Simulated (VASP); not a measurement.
# CdS (F-43m) in VASP: single point with HSE06

Aim: the single point of CdS with HSE06.

Program: VASP 6.6.1. These are calculated values, not measurements. Logs are shortened: lines on timing, memory, paths and dates and some standing lists are left out, and cuts for length are marked.

### Step 1. The cell of the first run

The structure is cubic, space group F-43m (No. 216). The conventional cell has a = 5.878 Å, b = 5.878 Å, c = 5.878 Å, α = 90.00°, β = 90.00°, γ = 90.00°. Cd (site symmetry -43m) has 4 S at 2.55 Å within 3.4 Å. S (site symmetry -43m) has 4 Cd at 2.55 Å within 3.4 Å.

### Step 2. Single point, HSE06

POSCAR

```
CdS
1.0
    0.0000000000      2.9392138876      2.9392138876
    2.9392138876      0.0000000000      2.9392138876
    2.9392138876      2.9392138876      0.0000000000
Cd S
1 1
Direct
    0.0000000000      0.0000000000      0.0000000000
    0.2500000000      0.2500000000      0.2500000000
```

INCAR.step1

```
SYSTEM = CdS
  PREC = Accurate
  ENCUT = 520
  EDIFF = 1E-5
  ISMEAR = 0
  SIGMA = 0.01
  LREAL = .FALSE.
  LASPH = .TRUE.
  NELM = 100
  ALGO = Normal
  ISIF = 2
  LWAVE = .TRUE.
  LCHARG = .FALSE.
  NBANDS = 16
  GGA = PE
```

INCAR.step2

```
SYSTEM = CdS
  PREC = Accurate
  ENCUT = 520
  EDIFF = 1E-7
  ISMEAR = 0
  SIGMA = 0.01
  LREAL = .FALSE.
  LASPH = .TRUE.
  NELM = 100
  ALGO = Normal
  ISIF = 2
  LWAVE = .FALSE.
  LCHARG = .FALSE.
  GGA = PE
  LHFCALC = .TRUE.
  HFSCREEN = 0.2079
  PRECFOCK = Normal
  NBANDS = 16
  ISTART = 1
```

KPOINTS

```
Automatic mesh
0
G
  6 6 6
  0 0 0
```

Potentials or basis: VASP PAW PBE potentials, release 64 (Cd, S).

On the command line:

```
cat potpaw_PBE.64/Cd/POTCAR potpaw_PBE.64/S/POTCAR > POTCAR
cp INCAR.step1 INCAR
mpirun -np 1 vasp_std > vasp.out
cp INCAR.step2 INCAR
mpirun -np 1 vasp_std > vasp.out
```

OUTCAR:

```text
SYSTEM = CdS
   PREC = Accurate
   ENCUT = 520
   EDIFF = 1E-7
   ISMEAR = 0
   LREAL = .FALSE.
   LASPH = .TRUE.
   NELM = 100
   ISIF = 2
   GGA = PE
   LHFCALC = .TRUE.
   HFSCREEN = 0.2079
   PRECFOCK = Normal
   ISTART = 1

 ion  position               nearest neighbor table
   1  0.000  0.000  0.000-   2 2.55   2 2.55   2 2.55   2 2.55
   2  0.250  0.250  0.250-   1 2.55   1 2.55   1 2.55   1 2.55

  LATTYP: Found a face centered cubic cell.
 ALAT       =     5.8784277752

  Lattice vectors:

 A1 = (   0.0000000000,   2.9392138876,   2.9392138876)
 A2 = (   2.9392138876,   0.0000000000,   2.9392138876)
 A3 = (   2.9392138876,   2.9392138876,   0.0000000000)

Analysis of symmetry for initial positions (statically):
=====================================================================
 Subroutine PRICEL returns:
 Original cell was already a primitive cell.

 Routine SETGRP: Setting up the symmetry group for a
 face centered cubic supercell.

 Subroutine GETGRP returns: Found 24 space group operations
 (whereof 24 operations were pure point group operations)
 out of a pool of 48 trial point group operations.

The static configuration has the point symmetry T_d .

Analysis of symmetry for dynamics (positions and initial velocities):
=====================================================================
 Subroutine PRICEL returns:
 Original cell was already a primitive cell.

 Routine SETGRP: Setting up the symmetry group for a
 face centered cubic supercell.

 Subroutine GETGRP returns: Found 24 space group operations
 (whereof 24 operations were pure point group operations)
 out of a pool of 48 trial point group operations.

The dynamic configuration has the point symmetry T_d .

 Subroutine INISYM returns: Found 24 space group operations
 (whereof 24 operations are pure point group operations),
 and found     1 'primitive' translations

----------------------------------------------------------------------------------------

                                     Primitive cell

  volume of cell :      50.7836

  direct lattice vectors                    reciprocal lattice vectors
     0.000000000  2.939213888  2.939213888    -0.170113513  0.170113513  0.170113513
     2.939213888  0.000000000  2.939213888     0.170113513 -0.170113513  0.170113513
     2.939213888  2.939213888  0.000000000     0.170113513  0.170113513 -0.170113513

  length of vectors
     4.156676143  4.156676143  4.156676143     0.294645248  0.294645248  0.294645248

  position of ions in fractional coordinates (direct lattice)
     0.000000000  0.000000000  0.000000000
     0.250000000  0.250000000  0.250000000

  ion indices of the primitive-cell ions
   primitive index   ion index
                 1           1
                 2           2

----------------------------------------------------------------------------------------

 KPOINTS: Automatic mesh

Automatic generation of k-mesh.
 Grid dimensions read from file:
 generate k-points for:    6    6    6

 Generating k-lattice:

  Cartesian coordinates                     Fractional coordinates (reciprocal lattice)
    -0.028352252  0.028352252  0.028352252     0.166666667  0.000000000  0.000000000
     0.028352252 -0.028352252  0.028352252     0.000000000  0.166666667  0.000000000
     0.028352252  0.028352252 -0.028352252     0.000000000  0.000000000  0.166666667

  Length of vectors
     0.049107541  0.049107541  0.049107541

  Shift w.r.t. Gamma in fractional coordinates (k-lattice)
     0.000000000  0.000000000  0.000000000

 Subroutine IBZKPT returns following result:
 ===========================================

 Found     16 irreducible k-points:

 Following reciprocal coordinates:
            Coordinates               Weight
  0.000000  0.000000  0.000000      1.000000
  0.166667  0.000000  0.000000      8.000000
  0.333333  0.000000  0.000000      8.000000
  0.500000  0.000000  0.000000      4.000000
  0.166667  0.166667  0.000000      6.000000
  0.333333  0.166667  0.000000     24.000000
[... 8 lines left out ...]
 -0.333333  0.333333  0.166667     24.000000
 -0.333333  0.500000  0.166667     12.000000
   k-points           NKPTS =     16   k-points in BZ     NKDIM =    216   number of bands    NBANDS=     16
   number of dos      NEDOS =    301   number of ions     NIONS =      2
   total plane-waves  NPLWV =  32768
   dimension x,y,z NGX =    32 NGY =   32 NGZ =   32
   dimension x,y,z NGXF=    64 NGYF=   64 NGZF=   64
   ions per type =               1   1
   NGX,Y,Z   is equivalent  to a cutoff of  12.80, 12.80, 12.80 a.u.
   NGXF,Y,Z  is equivalent  to a cutoff of  25.60, 25.60, 25.60 a.u.
 SYSTEM =  CdS
   PREC   = accura    normal or accurate (medium, high low for compatibility)
   ISTART =      1    job   : 0-new  1-cont  2-samecut
   ICHARG =      0    charge: 1-file 2-atom 10-const
   ISPIN  =      1    spin polarized calculation?
   LNONCOLLINEAR =      F non collinear calculations
   LSORBIT =      F    spin-orbit coupling
   LASPH  =      T    aspherical Exc in radial PAW
   ENCUT  =  520.0 eV  38.22 Ry    6.18 a.u.   7.73  7.73  7.73*2*pi/ulx,y,z
   NELM   =    100;   NELMIN=  2; NELMDL=  0     # of ELM steps
   EDIFF  = 0.1E-06   stopping-criterion for ELM
   LREAL  =      F    real-space projection
   EDIFFG = 0.1E-05   stopping-criterion for IOM
   NSW    =      0    number of steps for IOM
   IBRION =     -1    ionic relax: 0-MD 1-quasi-New 2-CG
   NFREE  =      0    steps in history (QN), initial steepest desc. (CG)
   ISIF   =      2    stress and relaxation
   ISYM   =      3    0-nonsym 1-usesym 2-fastsym
   POTIM  = 0.5000    time-step for ionic-motion
   TEBEG  =    0.0;   TEEND  =   0.0 temperature during run
   PSTRESS=    0.0 pullay stress
   NELECT =      18.0000    total number of electrons
   NUPDOWN=      -1.0000    fix difference up-down
   EMIN   =  10.00;   EMAX   =-10.00  energy-range for DOS
   EFERMI =   0.00;   METHOD = LEGACY
   ISMEAR =     0;   SIGMA  =   0.01  broadening in eV -4-tet -1-fermi 0-gaus
   EFERMI_NEDOS =   21; number of points for ismear=-14 and -15
   IALGO  =     38    algorithm
   IMIX   =      1    mixing-type and parameters
     AMIX     =   0.40;   BMIX     =  1.00
     AMIX_MAG =   1.60;   BMIX_MAG =  1.00
  volume/ion in A,a.u.               =      25.39       171.35
  Fermi-wavevector in a.u.,A,eV,Ry     =   1.158576  2.189391 18.263073  1.342298
  Thomas-Fermi vector in A             =   2.295177
   LORBIT       =      0    0 simple, 1 ext, 2 COOP (PROOUT), +10 PAW based schemes
   GGA     = PE    functional components
   LHFCALC =     T    Hartree Fock is set to
   PRECFOCK=normal    Normal, Fast or Accurate (Low or Medium for compatibility)
   ENCUT4O =  -1.0   cutoff for four orbital integrals eV
   NKREDX  =     1    reduce k-point grid by
   NKREDY  =     1    reduce k-point grid by
   NKREDZ  =     1    reduce k-point grid by
   AEXX    =    0.2500 exact exchange contribution
   HFSCREEN=    0.2079 screening length (either q_TF or 0.3 A-1)
   HFSCREENC=   0.2079 screening length for correlation (either q_TF or 0.3 A-1)
   ENCUTFOCK=  -1.0 apply spherical cutoff to Coloumb kernel
   IVDW    =     0    specifies the selected vdW correction
   LEPSILON=     F    determine dielectric tensor
   LRPA    =     F    only Hartree local field effects (RPA)
 non-spin polarized calculation
 Gauss-broadening in eV      SIGMA  =   0.01
  energy-cutoff  :      520.00
  volume of cell :       50.78
 maximum number of plane-waves:      1381
  NGX = 24; NGY = 24; NGZ = 24

 number of electron      18.0000005 magnetization

 Free energy of the ion-electron system (eV)
  ---------------------------------------------------
  ext. energy  EPLUGINS =         0.00000000
  ---------------------------------------------------
  free energy    TOTEN  =        -7.62039414 eV

  energy without entropy =       -7.62039414  energy(sigma->0) =       -7.62039414

 E-fermi :   0.5633     XC(G=0):  -7.5071

 val. band max:        0.4713094307   @ k =   0.0000   0.0000   0.0000
 cond. band min:       2.5812672684   @ k =   0.0000   0.0000   0.0000
 fundamental gap:      2.1099578377
 Fermi energy:         0.5633055206

 k-point     1 :       0.0000    0.0000    0.0000
  band No.  band energies     occupation
      1     -12.9428      2.00000
      2      -8.3080      2.00000
      3      -8.3080      2.00000
      4      -8.3080      2.00000
      5      -7.8554      2.00000
      6      -7.8554      2.00000
[... 8 lines left out ...]
     15      13.2198      0.00000
     16      13.2198      0.00000

 k-point     2 :       0.1667    0.0000    0.0000
  band No.  band energies     occupation
      1     -12.8342      2.00000
      2      -8.2726      2.00000
      3      -8.2726      2.00000
      4      -8.1965      2.00000
      5      -7.8562      2.00000
      6      -7.8562      2.00000
[... 8 lines left out ...]
     15      12.3530      0.00000
     16      13.4173      0.00000

 k-point     3 :       0.3333    0.0000    0.0000
  band No.  band energies     occupation
      1     -12.6182      2.00000
      2      -8.2143      2.00000
      3      -8.2143      2.00000
      4      -7.8414      2.00000
      5      -7.8414      2.00000
      6      -7.8148      2.00000
[... 8 lines left out ...]
     15      12.8205      0.00000
     16      12.8205      0.00000

 k-point     4 :       0.5000    0.0000    0.0000
  band No.  band energies     occupation
      1     -12.5123      2.00000
      2      -8.1936      2.00000
      3      -8.1936      2.00000
      4      -7.8235      2.00000
      5      -7.8235      2.00000
      6      -7.4602      2.00000
[... 8 lines left out ...]
     15      14.3877      0.00000
     16      14.3877      0.00000
[... 172 lines left out ...]
 k-point    14 :       0.5000    0.3333    0.1667
  band No.  band energies     occupation
      1     -12.4819      2.00000
      2      -8.1304      2.00000
      3      -8.1178      2.00000
      4      -7.9378      2.00000
      5      -7.8201      2.00000
      6      -7.5287      2.00000
[... 8 lines left out ...]
     15      14.7972      0.00000
     16      15.1065      0.00000

 k-point    15 :      -0.3333    0.3333    0.1667
  band No.  band energies     occupation
      1     -12.4152      2.00000
      2      -8.1228      2.00000
      3      -8.0855      2.00000
      4      -7.8945      2.00000
      5      -7.8386      2.00000
      6      -7.2817      2.00000
[... 8 lines left out ...]
     15      14.2097      0.00000
     16      15.2017      0.00000

 k-point    16 :      -0.3333    0.5000    0.1667
  band No.  band energies     occupation
      1     -12.3825      2.00000
      2      -8.0776      2.00000
      3      -8.0577      2.00000
      4      -7.9306      2.00000
      5      -7.8176      2.00000
      6      -7.2490      2.00000
[... 8 lines left out ...]
     15      15.0602      0.00000
     16      15.1053      0.00000

------------------------ aborting loop because EDIFF is reached ----------------------------------------

  FORCE on cell =-STRESS in cart. coord.  units (eV):
  Direction    XX          YY          ZZ          XY          YZ          ZX
  --------------------------------------------------------------------------------------
  -------------------------------------------------------------------------------------
  Total        0.1655226      0.1655226      0.1655226      0.0000000      0.0000000      0.0000000
  in kB        5.2220890      5.2220890      5.2220890      0.0000000      0.0000000      0.0000000
  external PRESSURE =       5.2220890 kB  Pullay stress =       0.0000000 kB

 VOLUME and BASIS-vectors are now :
 -----------------------------------------------------------------------------
  energy-cutoff  :      520.00
  volume of cell :       50.78
      direct lattice vectors                 reciprocal lattice vectors
     0.000000000  2.939213888  2.939213888    -0.170113513  0.170113513  0.170113513
     2.939213888  0.000000000  2.939213888     0.170113513 -0.170113513  0.170113513
     2.939213888  2.939213888  0.000000000     0.170113513  0.170113513 -0.170113513

 POSITION                                       TOTAL-FORCE (eV/Angst)
 -----------------------------------------------------------------------------------
      0.00000      0.00000      0.00000         0.000000      0.000000     -0.000000
      1.46961      1.46961      1.46961        -0.000000     -0.000000      0.000000
 -----------------------------------------------------------------------------------
    total drift:                                0.000025      0.000027      0.000018

  FREE ENERGIE OF THE ION-ELECTRON SYSTEM (eV)
  ---------------------------------------------------
  free  energy   TOTEN  =        -7.6203941385 eV

  energy  without entropy=       -7.6203941385  energy(sigma->0) =       -7.62039414
```

Run time: 29 min. Hardware: 1 thread of Oxide Virtual Turin-like, shared host; peak memory 0.27 GiB.

Results:

* Free energy: -7.6204 eV
* Pressure: 0.5 GPa
* Band gap on the k mesh: 2.11 eV

Caveat: the PAW data sets were made with another functional, which shifts forces and pressure a little.
